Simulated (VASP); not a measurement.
# Si62C (a cell with a defect) in VASP: further runs

The runs below take Si62C (a cell with a defect) through relaxation of the atoms, single point, with PBE.

Everything below comes from runs of VASP 6.6.1. Logs are shortened: lines on timing, memory, paths and dates and some standing lists are left out, and cuts for length are marked.

### Step 1. The cell of the first run

The cell holds a defect, 63 atoms: a = 10.860 Å, b = 10.860 Å, c = 10.860 Å, α = 90.00°, β = 90.00°, γ = 90.00°.

### Step 2. Relaxation of the atoms, PBE

Contents of INCAR:

```
PREC = Accurate
ENCUT = 520
EDIFF = 1E-6
ISMEAR = -1
SIGMA = 0.02
LREAL = Auto
LASPH = T
NELM = 100
ALGO = Normal
ISIF = 2
LWAVE = F
LCHARG = F
GGA = PE
IBRION = 2
NSW = 80
EDIFFG = -0.03
NCORE = 4
```

Contents of KPOINTS:

```
regular mesh
0
Gamma
  1 1 1
```

Contents of POSCAR:

```
Si62C
1.0
   10.8600000000      0.0000000000      0.0000000000
    0.0000000000     10.8600000000      0.0000000000
    0.0000000000      0.0000000000     10.8600000000
Si C
62 1
Direct
    0.5000000000      0.0000000000      0.0000000000
    0.6250000000      0.1250000000      0.1250000000
    0.7500000000      0.2500000000      0.0000000000
    0.8750000000      0.3750000000      0.1250000000
    0.7500000000      0.0000000000      0.2500000000
    0.8750000000      0.1250000000      0.3750000000
    0.0000000000      0.0000000000      0.0000000000
    0.1250000000      0.1250000000      0.1250000000
    0.2500000000      0.2500000000      0.0000000000
    0.3750000000      0.3750000000      0.1250000000
    0.5000000000      0.5000000000      0.0000000000
    0.6250000000      0.6250000000      0.1250000000
    0.7500000000      0.7500000000      0.0000000000
    0.8750000000      0.8750000000      0.1250000000
    0.2500000000      0.0000000000      0.2500000000
    0.3750000000      0.1250000000      0.3750000000
    0.5000000000      0.2500000000      0.2500000000
    0.6250000000      0.3750000000      0.3750000000
    0.7500000000      0.5000000000      0.2500000000
    0.5000000000      0.0000000000      0.5000000000
    0.6250000000      0.1250000000      0.6250000000
    0.7500000000      0.2500000000      0.5000000000
    0.8750000000      0.3750000000      0.6250000000
    0.7500000000      0.0000000000      0.7500000000
    0.8750000000      0.1250000000      0.8750000000
    0.0000000000      0.5000000000      0.0000000000
    0.1250000000      0.6250000000      0.1250000000
    0.2500000000      0.7500000000      0.0000000000
    0.3750000000      0.8750000000      0.1250000000
    0.0000000000      0.2500000000      0.2500000000
    0.1250000000      0.3750000000      0.3750000000
    0.2500000000      0.5000000000      0.2500000000
    0.3750000000      0.6250000000      0.3750000000
    0.5000000000      0.7500000000      0.2500000000
    0.6250000000      0.8750000000      0.3750000000
    0.0000000000      0.0000000000      0.5000000000
    0.1250000000      0.1250000000      0.6250000000
    0.2500000000      0.2500000000      0.5000000000
    0.3750000000      0.3750000000      0.6250000000
    0.5000000000      0.5000000000      0.5000000000
    0.6250000000      0.6250000000      0.6250000000
    0.8750000000      0.8750000000      0.6250000000
    0.2500000000      0.0000000000      0.7500000000
    0.3750000000      0.1250000000      0.8750000000
    0.5000000000      0.2500000000      0.7500000000
    0.6250000000      0.3750000000      0.8750000000
    0.7500000000      0.5000000000      0.7500000000
    0.8750000000      0.6250000000      0.8750000000
    0.0000000000      0.7500000000      0.2500000000
    0.1250000000      0.8750000000      0.3750000000
    0.0000000000      0.5000000000      0.5000000000
    0.1250000000      0.6250000000      0.6250000000
    0.2500000000      0.7500000000      0.5000000000
    0.3750000000      0.8750000000      0.6250000000
    0.0000000000      0.2500000000      0.7500000000
    0.1250000000      0.3750000000      0.8750000000
    0.2500000000      0.5000000000      0.7500000000
    0.3750000000      0.6250000000      0.8750000000
    0.5000000000      0.7500000000      0.7500000000
    0.6250000000      0.8750000000      0.8750000000
    0.0000000000      0.7500000000      0.7500000000
    0.1250000000      0.8750000000      0.8750000000
    0.7500000000      0.7500000000      0.5000000000
```

Potentials or basis: VASP PAW PBE potentials, release 64 (Si, C).

Launch:

```
$ cat potpaw_PBE.64/Si/POTCAR potpaw_PBE.64/C/POTCAR > POTCAR
$ mpirun -np 4 vasp_gam > vasp.out
```

OUTCAR:

```text
PREC = Accurate
   ENCUT = 520
   EDIFF = 1E-6
   ISMEAR = -1
   LREAL = Auto
   LASPH = T
   NELM = 100
   ISIF = 2
   GGA = PE
   IBRION = 2
   NSW = 80
   EDIFFG = -0.03

 ion  position               nearest neighbor table
   1  0.500  0.000  0.000-   2 2.35  29 2.35  44 2.35  60 2.35
   2  0.625  0.125  0.125-   1 2.35   3 2.35   5 2.35  17 2.35
   3  0.750  0.250  0.000-   2 2.35   4 2.35  25 2.35  46 2.35
   4  0.875  0.375  0.125-   3 2.35  19 2.35  26 2.35  30 2.35
   5  0.750  0.000  0.250-   2 2.35   6 2.35  14 2.35  35 2.35
   6  0.875  0.125  0.375-   5 2.35  22 2.35  30 2.35  36 2.35
[... 10 lines left out ...]
  17  0.500  0.250  0.250-   2 2.35  10 2.35  16 2.35  18 2.35
[... 32 lines left out ...]
  50  0.125  0.875  0.375-  15 2.35  36 2.35  49 2.35  53 2.35
  51  0.000  0.500  0.500-  23 2.35  31 2.35  52 2.35
  52  0.125  0.625  0.625-  51 2.35  53 2.35  57 2.35  61 2.35
  53  0.250  0.750  0.500-  33 2.35  50 2.35  52 2.35  54 2.35
  54  0.375  0.875  0.625-  20 2.35  43 2.35  53 2.35  59 2.35
  55  0.000  0.250  0.750-  23 2.35  25 2.35  37 2.35  56 2.35
  56  0.125  0.375  0.875-   9 2.35  26 2.35  55 2.35  57 2.35
  57  0.250  0.500  0.750-  39 2.35  52 2.35  56 2.35  58 2.35
  58  0.375  0.625  0.875-  11 2.35  28 2.35  57 2.35  59 2.35
  59  0.500  0.750  0.750-  41 2.35  54 2.35  58 2.35  60 2.35
  60  0.625  0.875  0.875-   1 2.35  13 2.35  24 2.35  59 2.35
  61  0.000  0.750  0.750-  42 2.35  48 2.35  52 2.35  62 2.35
  62  0.125  0.875  0.875-   7 2.35  28 2.35  43 2.35  61 2.35
  63  0.750  0.750  0.500-  35 2.35  41 2.35  42 2.35

  LATTYP: Found a simple cubic cell.
 ALAT       =    10.8600000000

  Lattice vectors:

 A1 = (  10.8600000000,   0.0000000000,   0.0000000000)
 A2 = (   0.0000000000,  10.8600000000,   0.0000000000)
 A3 = (   0.0000000000,   0.0000000000,  10.8600000000)

Analysis of symmetry for initial positions (statically):
=====================================================================
 Subroutine PRICEL returns:
 Original cell was already a primitive cell.

 Routine SETGRP: Setting up the symmetry group for a
 simple cubic supercell.

 Subroutine GETGRP returns: Found  6 space group operations
 (whereof  1 operations were pure point group operations)
 out of a pool of 48 trial point group operations.

The static configuration has the point symmetry C_1 .
 The point group associated with its full space group is C_3v.

Analysis of symmetry for dynamics (positions and initial velocities):
=====================================================================
 Subroutine PRICEL returns:
 Original cell was already a primitive cell.

 Routine SETGRP: Setting up the symmetry group for a
 simple cubic supercell.

 Subroutine GETGRP returns: Found  6 space group operations
 (whereof  1 operations were pure point group operations)
 out of a pool of 48 trial point group operations.

The dynamic configuration has the point symmetry C_1 .
 The point group associated with its full space group is C_3v.

 Subroutine INISYM returns: Found  6 space group operations
 (whereof  1 operations are pure point group operations),
 and found     1 'primitive' translations

----------------------------------------------------------------------------------------

                                     Primitive cell

  volume of cell :    1280.8241

  direct lattice vectors                    reciprocal lattice vectors
    10.860000000  0.000000000  0.000000000     0.092081031  0.000000000  0.000000000
     0.000000000 10.860000000  0.000000000     0.000000000  0.092081031  0.000000000
     0.000000000  0.000000000 10.860000000     0.000000000  0.000000000  0.092081031

  length of vectors
    10.860000000 10.860000000 10.860000000     0.092081031  0.092081031  0.092081031

  position of ions in fractional coordinates (direct lattice)
     0.500000000  0.000000000  0.000000000
     0.625000000  0.125000000  0.125000000
     0.750000000  0.250000000  0.000000000
     0.875000000  0.375000000  0.125000000
     0.750000000  0.000000000  0.250000000
     0.875000000  0.125000000  0.375000000
[... 55 lines left out ...]
     0.125000000  0.875000000  0.875000000
     0.750000000  0.750000000  0.500000000

[... 93 lines left out ...]
            Coordinates               Weight
  0.000000  0.000000  0.000000      1.000000
   k-points           NKPTS =      1   k-points in BZ     NKDIM =      1   number of bands    NBANDS=    158
   number of dos      NEDOS =    301   number of ions     NIONS =     63
   total plane-waves  NPLWV = 592704
   dimension x,y,z NGX =    84 NGY =   84 NGZ =   84
   dimension x,y,z NGXF=   168 NGYF=  168 NGZF=  168
   ions per type =              62   1
   NGX,Y,Z   is equivalent  to a cutoff of  12.86, 12.86, 12.86 a.u.
   NGXF,Y,Z  is equivalent  to a cutoff of  25.72, 25.72, 25.72 a.u.
 SYSTEM =  unknown system
   PREC   = accura    normal or accurate (medium, high low for compatibility)
   ISTART =      0    job   : 0-new  1-cont  2-samecut
   ICHARG =      2    charge: 1-file 2-atom 10-const
   ISPIN  =      1    spin polarized calculation?
   LNONCOLLINEAR =      F non collinear calculations
   LSORBIT =      F    spin-orbit coupling
   LASPH  =      T    aspherical Exc in radial PAW
   ENCUT  =  520.0 eV  38.22 Ry    6.18 a.u.  20.19 20.19 20.19*2*pi/ulx,y,z
   NELM   =    100;   NELMIN=  2; NELMDL= -5     # of ELM steps
   EDIFF  = 0.1E-05   stopping-criterion for ELM
   LREAL  =      T    real-space projection
   EDIFFG = -.3E-01   stopping-criterion for IOM
   NSW    =     80    number of steps for IOM
   IBRION =      2    ionic relax: 0-MD 1-quasi-New 2-CG
   NFREE  =      1    steps in history (QN), initial steepest desc. (CG)
   ISIF   =      2    stress and relaxation
   ISYM   =      2    0-nonsym 1-usesym 2-fastsym
   POTIM  = 0.5000    time-step for ionic-motion
   TEBEG  =    0.0;   TEEND  =   0.0 temperature during run
   PSTRESS=    0.0 pullay stress
   NELECT =     252.0000    total number of electrons
   NUPDOWN=      -1.0000    fix difference up-down
   EMIN   =  10.00;   EMAX   =-10.00  energy-range for DOS
   EFERMI =   0.00;   METHOD = LEGACY
   ISMEAR =    -1;   SIGMA  =   0.02  broadening in eV -4-tet -1-fermi 0-gaus
   EFERMI_NEDOS =   21; number of points for ismear=-14 and -15
   IALGO  =     38    algorithm
   IMIX   =      4    mixing-type and parameters
     AMIX     =   0.40;   BMIX     =  1.00
     AMIX_MAG =   1.60;   BMIX_MAG =  1.00
  volume/ion in A,a.u.               =      20.33       137.20
  Fermi-wavevector in a.u.,A,eV,Ry     =   0.952164  1.799329 12.335269  0.906617
  Thomas-Fermi vector in A             =   2.080702
   LORBIT       =      0    0 simple, 1 ext, 2 COOP (PROOUT), +10 PAW based schemes
   GGA     = PE    functional components
   LHFCALC =     F    Hartree Fock is set to
   AEXX    =    0.0000 exact exchange contribution
   IVDW    =     0    specifies the selected vdW correction
   LEPSILON=     F    determine dielectric tensor
   LRPA    =     F    only Hartree local field effects (RPA)
 conjugate gradient relaxation of ions
 non-spin polarized calculation
  energy-cutoff  :      520.00
  volume of cell :     1280.82
 maximum number of plane-waves:     17229
 NGX is ok and might be reduce to    84
   NGX = 41   NGY = 41   NGZ = 41

--------------------------------------- Ionic step        1  -------------------------------------------

 number of electron     251.9999969 magnetization

 Free energy of the ion-electron system (eV)
  ---------------------------------------------------
  ext. energy  EPLUGINS =         0.00000000
  ---------------------------------------------------
  free energy    TOTEN  =      -332.46448616 eV

  energy without entropy =     -332.44431506  energy(sigma->0) =     -332.45440061

------------------------ aborting loop because EDIFF is reached ----------------------------------------

  FORCE on cell =-STRESS in cart. coord.  units (eV):
  Direction    XX          YY          ZZ          XY          YZ          ZX
  --------------------------------------------------------------------------------------
  -------------------------------------------------------------------------------------
  Total       11.2385961     11.2385961     11.2385961     -3.2611998      3.2611998     -3.2611998
  in kB       14.0583118     14.0583118     14.0583118     -4.0794208      4.0794208     -4.0794208
  external PRESSURE =      14.0583118 kB  Pullay stress =       0.0000000 kB
[... 272 lines left out ...]
  FREE ENERGIE OF THE ION-ELECTRON SYSTEM (eV)
  ---------------------------------------------------
  free  energy   TOTEN  =      -334.0656230222 eV

  energy  without entropy=     -334.0648789634  energy(sigma->0) =     -334.06525099

[... ionic steps 4 to 23 ...]

--------------------------------------- Ionic step       24  -------------------------------------------

 number of electron     251.9999986 magnetization

------------------------ aborting loop because EDIFF is reached ----------------------------------------
[... 189 lines left out ...]
--------------------------------------- Ionic step       26  -------------------------------------------

 number of electron     251.9999987 magnetization

 Free energy of the ion-electron system (eV)
  ---------------------------------------------------
  ext. energy  EPLUGINS =         0.00000000
  ---------------------------------------------------
  free energy    TOTEN  =      -335.24616376 eV

  energy without entropy =     -335.24461132  energy(sigma->0) =     -335.24538754

 E-fermi :   6.0342     XC(G=0):  -9.3022

 val. band max:        5.9157462360   @ k =   0.0000   0.0000   0.0000
 cond. band min:       6.1665796401   @ k =   0.0000   0.0000   0.0000
 fundamental gap:      0.2508334041
 Fermi energy:         6.0342176096

 k-point     1 :       0.0000    0.0000    0.0000
  band No.  band energies     occupation
      1      -6.6027      2.00000
      2      -6.0485      2.00000
      3      -5.2018      2.00000
      4      -5.2018      2.00000
      5      -5.1837      2.00000
      6      -5.1837      2.00000
[... 130 lines left out ...]
    137       6.7871      0.00000
    138       6.9400      0.00000
 [bands above 138 left out]

------------------------ aborting loop because EDIFF is reached ----------------------------------------

  FORCE on cell =-STRESS in cart. coord.  units (eV):
  Direction    XX          YY          ZZ          XY          YZ          ZX
  --------------------------------------------------------------------------------------
  -------------------------------------------------------------------------------------
  Total        6.0799289      6.0799289      6.0799289     -8.3021223      8.3021223     -8.3021223
  in kB        7.6053571      7.6053571      7.6053571    -10.3850893     10.3850893    -10.3850893
  external PRESSURE =       7.6053571 kB  Pullay stress =       0.0000000 kB
[... 78 lines left out ...]
  FREE ENERGIE OF THE ION-ELECTRON SYSTEM (eV)
  ---------------------------------------------------
  free  energy   TOTEN  =      -335.2461637598 eV

  energy  without entropy=     -335.2446113168  energy(sigma->0) =     -335.24538754

 reached required accuracy - stopping structural energy minimisation
```

Wall time 21 min (4 MPI ranks of Intel Xeon Platinum 8375C at 2.90GHz (Ice Lake), shared host); peak memory 0.43 GiB.

What came out:

```yaml
Free_energy: -335.2462 eV
Energy_gained_by_relaxing: 44.2 meV/atom
Ionic_steps: 26
Pressure_after_relaxing: 0.8 GPa
Largest_force_after_relaxing: 0.023 eV/Å
```

Forces in eV/Å, atoms in the order of the input:
```
Si  -0.006  0.006 -0.010
Si  -0.002  0.000  0.001
Si  -0.005 -0.007 -0.007
Si  -0.004 -0.003 -0.003
Si   0.003  0.009 -0.004
Si   0.005  0.008 -0.005
Si   0.007  0.009  0.004
Si  -0.004 -0.006  0.004
Si   0.009 -0.009 -0.009
Si   0.006  0.004  0.004
Si  -0.009 -0.007  0.004
Si   0.018 -0.013  0.007
Si  -0.002  0.002 -0.001
Si   0.013 -0.018  0.007
Si  -0.004  0.009 -0.007
Si  -0.001  0.001  0.008
Si  -0.009  0.004 -0.007
Si   0.018  0.007 -0.013
Si   0.013  0.009  0.009
Si  -0.006  0.006  0.000
Si  -0.003  0.007  0.003
Si  -0.002 -0.001  0.002
Si   0.013  0.007 -0.018
Si   0.000  0.006  0.006
Si  -0.008  0.001  0.001
Si  -0.005  0.005  0.006
Si   0.003  0.004 -0.003
Si   0.007  0.005 -0.007
Si   0.000  0.002  0.001
Si  -0.005  0.006  0.005
Si   0.003 -0.003  0.004
Si  -0.006  0.005  0.005
Si  -0.008 -0.005 -0.005
Si  -0.009 -0.003 -0.004
Si  -0.005  0.005 -0.015
Si   0.004  0.009 -0.003
Si  -0.001  0.000  0.002
Si   0.007 -0.007  0.005
Si   0.000  0.001  0.002
Si  -0.009 -0.004 -0.003
Si  -0.005 -0.015  0.005
Si   0.015  0.005  0.005
Si   0.010  0.006  0.006
Si   0.008 -0.008 -0.008
Si  -0.006 -0.010  0.006
Si  -0.002  0.001  0.000
Si   0.003 -0.004  0.009
Si   0.005 -0.005  0.008
Si  -0.009 -0.013  0.009
Si  -0.007 -0.018 -0.013
Si  -0.009  0.009 -0.013
Si  -0.007 -0.013 -0.018
Si   0.001  0.002  0.002
Si  -0.007  0.003  0.003
Si   0.007  0.004  0.009
Si  -0.004  0.004 -0.006
Si  -0.004 -0.007  0.009
Si  -0.001  0.008  0.001
Si  -0.006  0.000  0.006
Si  -0.003  0.003  0.007
Si   0.004 -0.003  0.009
Si  -0.001  0.002  0.000
C    0.002 -0.002 -0.002
```

Stress tensor (GPa, compression positive):
```
 0.76 -1.04 -1.04
-1.04  0.76  1.04
-1.04  1.04  0.76
```

Step by step:
```
step  energy change (eV)  largest force (eV/Å)  pressure (GPa)
   1              0.0000                2.1245            1.41
   2             -0.8179                1.9124            1.16
   3             -1.6011                1.1274            1.13
   4             -1.7227                1.6922            0.95
   5             -1.7991                1.5095            0.97
   6             -2.2151                0.8758            0.99
   7             -2.2274                1.2136            1.01
   8             -2.4797                0.6063            0.91
   9             -2.5329                0.6824            0.87
  10             -2.5892                0.6229            0.86
  11             -2.6319                0.5275            0.86
  12             -2.6778                0.3232            0.88
  13             -2.6969                0.3647            0.91
  14             -2.7266                0.1955            0.90
  15             -2.7348                0.1765            0.89
  16             -2.7542                0.0934            0.88
  17             -2.7569                0.1222            0.88
  18             -2.7673                0.0867            0.86
  19             -2.7690                0.1012            0.86
  20             -2.7748                0.0466            0.84
  21             -2.7750                0.0568            0.84
  22             -2.7781                0.0476            0.82
  23             -2.7783                0.0473            0.81
  24             -2.7805                0.0326            0.79
  25             -2.7807                0.0513            0.78
  26             -2.7817                0.0231            0.76
```

Final structure:
```
CELL_PARAMETERS angstrom
10.86000 0.00000 0.00000
0.00000 10.86000 0.00000
0.00000 0.00000 10.86000
ATOMIC_POSITIONS crystal
Si 0.50012 0.99988 0.00192
Si 0.62834 0.11996 0.12964
Si 0.74860 0.25085 0.00085
Si 0.88018 0.37403 0.12403
Si 0.75030 0.99069 0.25979
Si 0.87466 0.12436 0.37534
Si 0.00019 0.99561 0.99977
Si 0.12676 0.12007 0.12324
Si 0.25033 0.24967 0.99967
Si 0.37993 0.37324 0.12324
Si 0.50439 0.49981 0.99977
Si 0.63089 0.62538 0.13103
Si 0.74975 0.75025 0.00074
Si 0.87462 0.86911 0.13103
Si 0.25023 0.99561 0.24981
Si 0.37417 0.12583 0.37579
Si 0.50439 0.24977 0.24981
Si 0.63089 0.38103 0.37538
Si 0.76492 0.50195 0.25195
Si 0.50037 0.99963 0.50080
Si 0.62346 0.12570 0.62654
Si 0.74975 0.25074 0.50025
Si 0.87462 0.38103 0.61911
Si 0.74920 0.99963 0.74963
Si 0.87421 0.12583 0.87583
Si 0.00218 0.49782 0.99463
Si 0.12597 0.61982 0.12403
Si 0.24915 0.75140 0.00085
Si 0.38004 0.87166 0.12964
Si 0.00218 0.24463 0.24782
Si 0.12597 0.37403 0.36982
Si 0.25537 0.49782 0.24782
Si 0.37564 0.62534 0.37534
Si 0.50931 0.74970 0.25979
Si 0.63680 0.86320 0.40210
Si 0.99021 0.99069 0.49970
Si 0.12036 0.11996 0.62166
Si 0.24915 0.25085 0.50140
Si 0.38004 0.37964 0.62166
Si 0.50931 0.50979 0.49970
Si 0.63680 0.65210 0.61320
Si 0.84790 0.86320 0.61320
Si 0.24808 0.99988 0.74988
Si 0.37455 0.12545 0.87545
Si 0.50012 0.25192 0.74988
Si 0.62834 0.37964 0.86996
Si 0.75030 0.50979 0.74069
Si 0.87466 0.62534 0.87436
Si 0.99805 0.73508 0.25195
Si 0.11897 0.86911 0.37538
Si 0.99805 0.50195 0.48508
Si 0.11897 0.62538 0.61911
Si 0.24926 0.75025 0.50025
Si 0.37430 0.87654 0.62654
Si 0.00019 0.24977 0.74561
Si 0.12676 0.37324 0.87007
Si 0.25023 0.49981 0.74561
Si 0.37417 0.62579 0.87583
Si 0.50037 0.75080 0.74963
Si 0.62346 0.87654 0.87570
Si 0.99021 0.74970 0.74069
Si 0.12036 0.87166 0.86996
C 0.71394 0.78606 0.53606
```

Caveat: the k points lie up to 0.58 Å⁻¹ apart.

[end of part 1 of 2]
